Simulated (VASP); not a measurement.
# Rh (Fd-3m) in VASP: a series of runs

The runs below take Rh through single point, relaxation of cell and atoms, with PBEsol.

All numbers are computed with VASP 6.6.1; they aren't measurements. Logs are shortened: lines on timing, memory, paths and dates and some standing lists are left out, and cuts for length are marked.

## Step 1: The cell of the first run

Symmetry: Fd-3m, No. 227, cubic system. The conventional cell has a = 5.431 Å, b = 5.431 Å, c = 5.431 Å, α = 90.00°, β = 90.00°, γ = 90.00°. Rh (site symmetry -43m) has 4 Rh at 2.35 Å within 3.1 Å.

## Step 2: Single point, PBEsol

File INCAR:

```
PREC = Accurate
ENCUT = 520
EDIFF = 1E-6
ISMEAR = 0
SIGMA = 0.05
LREAL = F
LASPH = T
NELM = 100
ALGO = Normal
ISIF = 2
LWAVE = F
LCHARG = F
GGA = PS
NBANDS = 22
```

File KPOINTS:

```
Automatic mesh
0
Gamma
  14 14 14
```

File POSCAR:

```
Rh
1.0
    0.0000000000      2.7153404697      2.7153404697
    2.7153404697      0.0000000000      2.7153404697
    2.7153404697      2.7153404697      0.0000000000
Rh
2
Direct
    0.0000000000      0.0000000000      0.0000000000
    0.2500000000      0.2500000000      0.2500000000
```

Potentials or basis: VASP PAW PBE potentials, release 64 (Rh_pv).

Command:

```sh
> cat potpaw_PBE.64/Rh_pv/POTCAR > POTCAR
> mpirun -np 1 vasp_std > vasp.out
```

OUTCAR:

```text
PREC = Accurate
   ENCUT = 520
   EDIFF = 1E-6
   ISMEAR = 0
   LREAL = F
   LASPH = T
   NELM = 100
   ISIF = 2
   GGA = PS

 ion  position               nearest neighbor table
   1  0.000  0.000  0.000-   2 2.35   2 2.35   2 2.35   2 2.35
   2  0.250  0.250  0.250-   1 2.35   1 2.35   1 2.35   1 2.35

  LATTYP: Found a face centered cubic cell.
 ALAT       =     5.4306809394

  Lattice vectors:

 A1 = (   0.0000000000,   2.7153404697,   2.7153404697)
 A2 = (   2.7153404697,   0.0000000000,   2.7153404697)
 A3 = (   2.7153404697,   2.7153404697,   0.0000000000)

Analysis of symmetry for initial positions (statically):
=====================================================================
 Subroutine PRICEL returns:
 Original cell was already a primitive cell.

 Routine SETGRP: Setting up the symmetry group for a
 face centered cubic supercell.

 Subroutine GETGRP returns: Found 48 space group operations
 (whereof 24 operations were pure point group operations)
 out of a pool of 48 trial point group operations.

The static configuration has the point symmetry T_d .
 The point group associated with its full space group is O_h .

Analysis of symmetry for dynamics (positions and initial velocities):
=====================================================================
 Subroutine PRICEL returns:
 Original cell was already a primitive cell.

 Routine SETGRP: Setting up the symmetry group for a
 face centered cubic supercell.

 Subroutine GETGRP returns: Found 48 space group operations
 (whereof 24 operations were pure point group operations)
 out of a pool of 48 trial point group operations.

The dynamic configuration has the point symmetry T_d .
 The point group associated with its full space group is O_h .

 Subroutine INISYM returns: Found 48 space group operations
 (whereof 24 operations are pure point group operations),
 and found     1 'primitive' translations

----------------------------------------------------------------------------------------

                                     Primitive cell

  volume of cell :      40.0408

  direct lattice vectors                    reciprocal lattice vectors
     0.000000000  2.715340470  2.715340470    -0.184138971  0.184138971  0.184138971
     2.715340470  0.000000000  2.715340470     0.184138971 -0.184138971  0.184138971
     2.715340470  2.715340470  0.000000000     0.184138971  0.184138971 -0.184138971

  length of vectors
     3.840071319  3.840071319  3.840071319     0.318938053  0.318938053  0.318938053

  position of ions in fractional coordinates (direct lattice)
     0.000000000  0.000000000  0.000000000
     0.250000000  0.250000000  0.250000000

  ion indices of the primitive-cell ions
   primitive index   ion index
                 1           1
                 2           2

----------------------------------------------------------------------------------------

 KPOINTS: Automatic mesh

Automatic generation of k-mesh.
 Grid dimensions read from file:
 generate k-points for:   14   14   14

 Generating k-lattice:

  Cartesian coordinates                     Fractional coordinates (reciprocal lattice)
    -0.013152784  0.013152784  0.013152784     0.071428571  0.000000000  0.000000000
     0.013152784 -0.013152784  0.013152784     0.000000000  0.071428571  0.000000000
     0.013152784  0.013152784 -0.013152784     0.000000000  0.000000000  0.071428571

  Length of vectors
     0.022781290  0.022781290  0.022781290

  Shift w.r.t. Gamma in fractional coordinates (k-lattice)
     0.000000000  0.000000000  0.000000000

 Subroutine IBZKPT returns following result:
 ===========================================

 Found    104 irreducible k-points:

 Following reciprocal coordinates:
            Coordinates               Weight
  0.000000  0.000000  0.000000      1.000000
  0.071429  0.000000  0.000000      8.000000
  0.142857  0.000000  0.000000      8.000000
  0.214286  0.000000  0.000000      8.000000
  0.285714  0.000000  0.000000      8.000000
  0.357143  0.000000  0.000000      8.000000
[... 16 lines left out ...]
  0.214286  0.142857  0.000000     24.000000
  0.285714  0.142857  0.000000     24.000000
 [... further k-points ...]
   k-points           NKPTS =    104   k-points in BZ     NKDIM =    104   number of bands    NBANDS=     22
   number of dos      NEDOS =    301   number of ions     NIONS =      2
   total plane-waves  NPLWV =  27000
   dimension x,y,z NGX =    30 NGY =   30 NGZ =   30
   dimension x,y,z NGXF=    60 NGYF=   60 NGZF=   60
   ions per type =               2
   NGX,Y,Z   is equivalent  to a cutoff of  12.99, 12.99, 12.99 a.u.
   NGXF,Y,Z  is equivalent  to a cutoff of  25.98, 25.98, 25.98 a.u.
 SYSTEM =  unknown system
   PREC   = accura    normal or accurate (medium, high low for compatibility)
   ISTART =      0    job   : 0-new  1-cont  2-samecut
   ICHARG =      2    charge: 1-file 2-atom 10-const
   ISPIN  =      1    spin polarized calculation?
   LNONCOLLINEAR =      F non collinear calculations
   LSORBIT =      F    spin-orbit coupling
   LASPH  =      T    aspherical Exc in radial PAW
   ENCUT  =  520.0 eV  38.22 Ry    6.18 a.u.   7.14  7.14  7.14*2*pi/ulx,y,z
   NELM   =    100;   NELMIN=  2; NELMDL= -5     # of ELM steps
   EDIFF  = 0.1E-05   stopping-criterion for ELM
   LREAL  =      F    real-space projection
   EDIFFG = 0.1E-04   stopping-criterion for IOM
   NSW    =      0    number of steps for IOM
   IBRION =     -1    ionic relax: 0-MD 1-quasi-New 2-CG
   NFREE  =      0    steps in history (QN), initial steepest desc. (CG)
   ISIF   =      2    stress and relaxation
   ISYM   =      2    0-nonsym 1-usesym 2-fastsym
   POTIM  = 0.5000    time-step for ionic-motion
   TEBEG  =    0.0;   TEEND  =   0.0 temperature during run
   PSTRESS=    0.0 pullay stress
   NELECT =      30.0000    total number of electrons
   NUPDOWN=      -1.0000    fix difference up-down
   EMIN   =  10.00;   EMAX   =-10.00  energy-range for DOS
   EFERMI =   0.00;   METHOD = LEGACY
   ISMEAR =     0;   SIGMA  =   0.05  broadening in eV -4-tet -1-fermi 0-gaus
   EFERMI_NEDOS =   21; number of points for ismear=-14 and -15
   IALGO  =     38    algorithm
   IMIX   =      4    mixing-type and parameters
     AMIX     =   0.40;   BMIX     =  1.00
     AMIX_MAG =   1.60;   BMIX_MAG =  1.00
  volume/ion in A,a.u.               =      20.02       135.10
  Fermi-wavevector in a.u.,A,eV,Ry     =   1.486897  2.809828 30.080623  2.210863
  Thomas-Fermi vector in A             =   2.600126
   LORBIT       =      0    0 simple, 1 ext, 2 COOP (PROOUT), +10 PAW based schemes
   GGA     = PS    functional components
   LHFCALC =     F    Hartree Fock is set to
   AEXX    =    0.0000 exact exchange contribution
   IVDW    =     0    specifies the selected vdW correction
   LEPSILON=     F    determine dielectric tensor
   LRPA    =     F    only Hartree local field effects (RPA)
 non-spin polarized calculation
 Gauss-broadening in eV      SIGMA  =   0.05
  energy-cutoff  :      520.00
  volume of cell :       40.04
 maximum number of plane-waves:      1090
 NGX is ok and might be reduce to    30
   NGX = 15   NGY = 15   NGZ = 15

 number of electron      30.0000009 magnetization

 Free energy of the ion-electron system (eV)
  ---------------------------------------------------
  ext. energy  EPLUGINS =         0.00000000
  ---------------------------------------------------
  free energy    TOTEN  =       -13.70087668 eV

  energy without entropy =      -13.69667181  energy(sigma->0) =      -13.69877424

 E-fermi :   6.7552     XC(G=0): -11.5761

 val. band max:        6.7538718954   @ k =   0.4286   0.0714   0.0000
 cond. band min:       6.7572381339   @ k =   0.2143   0.1429   0.0000
 fundamental gap:      0.0033662385
 Fermi energy:         6.7551775931

 k-point     1 :       0.0000    0.0000    0.0000
  band No.  band energies     occupation
      1     -40.4861      2.00000
      2     -40.4861      2.00000
      3     -40.4861      2.00000
      4     -39.7897      2.00000
      5     -39.7897      2.00000
      6     -39.7897      2.00000
[... 14 lines left out ...]
     21      19.6475      0.00000
     22      19.8306      0.00000

 k-point     2 :       0.0714    0.0000    0.0000
  band No.  band energies     occupation
      1     -40.4900      2.00000
      2     -40.4900      2.00000
      3     -40.4850      2.00000
      4     -39.7912      2.00000
      5     -39.7856      2.00000
      6     -39.7856      2.00000
[... 14 lines left out ...]
     21      19.2897      0.00000
     22      20.1994      0.00000

 k-point     3 :       0.1429    0.0000    0.0000
  band No.  band energies     occupation
      1     -40.5009      2.00000
      2     -40.5009      2.00000
      3     -40.4820      2.00000
      4     -39.7953      2.00000
      5     -39.7743      2.00000
      6     -39.7743      2.00000
[... 14 lines left out ...]
     21      18.6403      0.00000
     22      20.7586      0.00000

 k-point     4 :       0.2143    0.0000    0.0000
  band No.  band energies     occupation
      1     -40.5161      2.00000
      2     -40.5161      2.00000
      3     -40.4778      2.00000
      4     -39.8011      2.00000
      5     -39.7586      2.00000
      6     -39.7586      2.00000
[... 14 lines left out ...]
     21      17.9593      0.00000
     22      20.8020      0.00000

 k-point     5 :       0.2857    0.0000    0.0000
  band No.  band energies     occupation
      1     -40.5323      2.00000
      2     -40.5323      2.00000
      3     -40.4732      2.00000
      4     -39.8075      2.00000
      5     -39.7419      2.00000
      6     -39.7419      2.00000
[... 14 lines left out ...]
     21      17.5483      0.00000
     22      20.6970      0.00000

 k-point     6 :       0.3571    0.0000    0.0000
  band No.  band energies     occupation
      1     -40.5462      2.00000
      2     -40.5462      2.00000
      3     -40.4692      2.00000
      4     -39.8131      2.00000
      5     -39.7273      2.00000
      6     -39.7273      2.00000
[... 14 lines left out ...]
     21      17.2934      0.00000
     22      20.5991      0.00000

 k-point     7 :       0.4286    0.0000    0.0000
  band No.  band energies     occupation
      1     -40.5556      2.00000
      2     -40.5556      2.00000
      3     -40.4664      2.00000
      4     -39.8169      2.00000
      5     -39.7176      2.00000
      6     -39.7176      2.00000
[... 324 lines left out ...]
      6     -39.7539      2.00000
[... 14 lines left out ...]
     21      19.3826      0.00000
     22      20.2838      0.00000

 k-point    21 :      -0.0714    0.0714    0.0000
  band No.  band energies     occupation
      1     -40.5032      2.00000
      2     -40.4933      2.00000
      3     -40.4792      2.00000
      4     -39.7977      2.00000
      5     -39.7823      2.00000
      6     -39.7722      2.00000
[... 14 lines left out ...]
     21      19.7761      0.00000
     22      19.9245      0.00000

 k-point    22 :       0.1429    0.1429    0.0000
  band No.  band energies     occupation
      1     -40.5180      2.00000
      2     -40.5180      2.00000
      3     -40.4526      2.00000
      4     -39.8259      2.00000
      5     -39.7568      2.00000
      6     -39.7568      2.00000
[... 14 lines left out ...]
     21      18.7906      0.00000
     22      18.9442      0.00000

 k-point    23 :       0.2143    0.1429    0.0000
  band No.  band energies     occupation
      1     -40.5337      2.00000
      2     -40.5336      2.00000
      3     -40.4368      2.00000
      4     -39.8429      2.00000
      5     -39.7408      2.00000
      6     -39.7407      2.00000
[... 14 lines left out ...]
     21      17.9871      0.00000
     22      19.0408      0.00000

 k-point    24 :       0.2857    0.1429    0.0000
  band No.  band energies     occupation
      1     -40.5519      2.00000
      2     -40.5496      2.00000
      3     -40.4219      2.00000
      4     -39.8588      2.00000
      5     -39.7241      2.00000
      6     -39.7226      2.00000
[... 14 lines left out ...]
     21      17.5117      0.00000
     22      19.8455      0.00000

 [... further k-points ...]

------------------------ aborting loop because EDIFF is reached ----------------------------------------

  FORCE on cell =-STRESS in cart. coord.  units (eV):
  Direction    XX          YY          ZZ          XY          YZ          ZX
  --------------------------------------------------------------------------------------
  -------------------------------------------------------------------------------------
  Total        0.0298677      0.0298677      0.0298677      0.0000000      0.0000000     -0.0000000
  in kB        1.1951133      1.1951133      1.1951133      0.0000000      0.0000000     -0.0000000
  external PRESSURE =       1.1951133 kB  Pullay stress =       0.0000000 kB

 VOLUME and BASIS-vectors are now :
 -----------------------------------------------------------------------------
  energy-cutoff  :      520.00
  volume of cell :       40.04
      direct lattice vectors                 reciprocal lattice vectors
     0.000000000  2.715340470  2.715340470    -0.184138971  0.184138971  0.184138971
     2.715340470  0.000000000  2.715340470     0.184138971 -0.184138971  0.184138971
     2.715340470  2.715340470  0.000000000     0.184138971  0.184138971 -0.184138971

 POSITION                                       TOTAL-FORCE (eV/Angst)
 -----------------------------------------------------------------------------------
      0.00000      0.00000      0.00000        -0.000000      0.000000      0.000000
      1.35767      1.35767      1.35767         0.000000     -0.000000     -0.000000
 -----------------------------------------------------------------------------------
    total drift:                                0.000000     -0.000000      0.000000

  FREE ENERGIE OF THE ION-ELECTRON SYSTEM (eV)
  ---------------------------------------------------
  free  energy   TOTEN  =       -13.7008766776 eV

  energy  without entropy=      -13.6966718095  energy(sigma->0) =      -13.69877424
```

Wall time 46 s (1 thread of Intel Xeon Platinum 8559C (Emerald Rapids), shared host); peak memory 0.2 GiB.

Results:

```
Free energy            : -13.7009 eV
Pressure               : 0.1 GPa
Band gap on the k mesh : zero (band 15 reaches 7.44 eV, above the bottom of band 16 at 6.12 eV)
```

Caveat: the PAW data sets were made with another functional, which shifts forces and pressure a little.

## Step 3: Relaxation of cell and atoms, PBEsol

This run uses another cell than the first one, of 17.78 Å³/atom, 0.888 times its volume.

File INCAR:

```
SYSTEM = Rh
PREC = Accurate ; ENCUT = 600
EDIFF = 1E-6 ; ISMEAR = 0
SIGMA = 0.05 ; LREAL = .False.
LASPH = .True. ; NELM = 100
ALGO = Normal ; ISIF = 3
LWAVE = .False. ; LCHARG = .False.
GGA = PS ; IBRION = 2
NSW = 60 ; EDIFFG = -0.03
```

File KPOINTS:

```
regular mesh
0
Gamma
  14 14 14
  0 0 0
```

File POSCAR:

```
Rh
1.0
    0.0000000000      2.6100000000      2.6100000000
    2.6100000000      0.0000000000      2.6100000000
    2.6100000000      2.6100000000      0.0000000000
Rh
2
Direct
    0.0000000000      0.0000000000      0.0000000000
    0.2500000000      0.2500000000      0.2500000000
```

Potentials or basis: VASP PAW PBE potentials, release 64 (Rh_pv).

Command:

```sh
> cat potpaw_PBE.64/Rh_pv/POTCAR > POTCAR
> mpirun -np 1 vasp_std > vasp.out
```

It took 2.4 min on 1 thread of Intel Xeon Platinum 8559C (Emerald Rapids), shared host; peak memory 0.22 GiB.

Results (log left out):

```
Free energy                            : -13.6962 eV
Relaxed volume                         : 20.02 Å³/atom
Relaxed cell                           : a = 3.840 Å, b = 3.840 Å, c = 3.840 Å, α = 60.00°, β = 60.00°, γ = 60.00°
Space group after relaxing (to 0.05 Å) : Fd-3m (No. 227)
Energy gained by relaxing              : 151.1 meV/atom
Ionic steps                            : 5
Pressure after relaxing                : 0.1 GPa
Band gap on the k mesh                 : zero (band 15 reaches 7.44 eV, above the bottom of band 16 at 6.12 eV)
```

The path:
```csv
step,energy change (eV),largest force (eV/Å),pressure (GPa),volume (Å³)
1,0.0000,0.0000,24.22,35.56
2,0.5851,0.0000,-19.57,51.26
3,-0.3004,0.0000,-1.48,40.46
4,-0.3022,0.0000,-0.29,40.13
5,-0.3023,0.0000,0.11,40.03
```

Final structure:
```cif
data_structure
_symmetry_space_group_name_H-M 'P 1'
_symmetry_Int_Tables_number 1
_cell_length_a 3.8399
_cell_length_b 3.8399
_cell_length_c 3.8399
_cell_angle_alpha 60.000
_cell_angle_beta 60.000
_cell_angle_gamma 60.000
_cell_volume 40.03
loop_
_atom_site_label
_atom_site_type_symbol
_atom_site_fract_x
_atom_site_fract_y
_atom_site_fract_z
_atom_site_occupancy
Rh1 Rh 0.00000 0.00000 0.00000 1
Rh2 Rh 0.25000 0.25000 0.25000 1
```

Levels at points of the mesh, in eV from the Fermi level:
```tsv
k point	band 13	band 14	band 15	band 16	band 17	band 18
(0.00, 0.00, 0.00)	-1.53	-1.53	-1.53	0.42	0.42	12.59
(0.50, 0.00, 0.00)	-0.96	-0.96	-0.85	0.06	0.06	1.90
(0.50, 0.50, 0.00)	-2.24	-2.24	0.32	0.32	2.35	2.35
```

Caveat: the PAW data sets were made with another functional, which shifts forces and pressure a little.
